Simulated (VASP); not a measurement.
Input of a VASP 6.6.1 run:

INCAR

```
  PREC = Accurate
  ENCUT = 520
  EDIFF = 1E-8
  ISMEAR = -1
  SIGMA = 0.08
  LREAL = F
  LASPH = T
  NELM = 60
  ALGO = Normal
  ISIF = 2
  LWAVE = F
  LCHARG = F
  LEFG = T
  NBANDS = 15
```

KPOINTS

```
Automatic mesh
0
Gamma
  12 12 12
```

POSCAR

```
Al2Pt
1.0
    0.0000000000      2.9648173479      2.9648173479
    2.9648173479      0.0000000000      2.9648173479
    2.9648173479      2.9648173479      0.0000000000
Al Pt
2 1
Direct
    0.2500000000      0.2500000000      0.2500000000
    0.7500000000      0.7500000000      0.7500000000
    0.0000000000      0.0000000000      0.0000000000
```

Potentials or basis: VASP PAW LDA potentials, release 64 (Al, Pt).

The run is started by

```console
$ cat potpaw_LDA.64/Al/POTCAR potpaw_LDA.64/Pt/POTCAR > POTCAR
$ mpirun -np 1 vasp_std > vasp.out
```

Task: Predict the pressure.

Result: -4.9 GPa.

Task: Estimate the band gap on the k mesh.

Result: Zero (band 8 reaches 11.41 eV, above the bottom of band 9 at 6.02 eV).

Caveat: without QUAD_EFG the Cq values of the log hold for a quadrupole moment of 1 mb, not for the nuclei; spin-orbit coupling is left out, which moves the levels of the heavy elements.
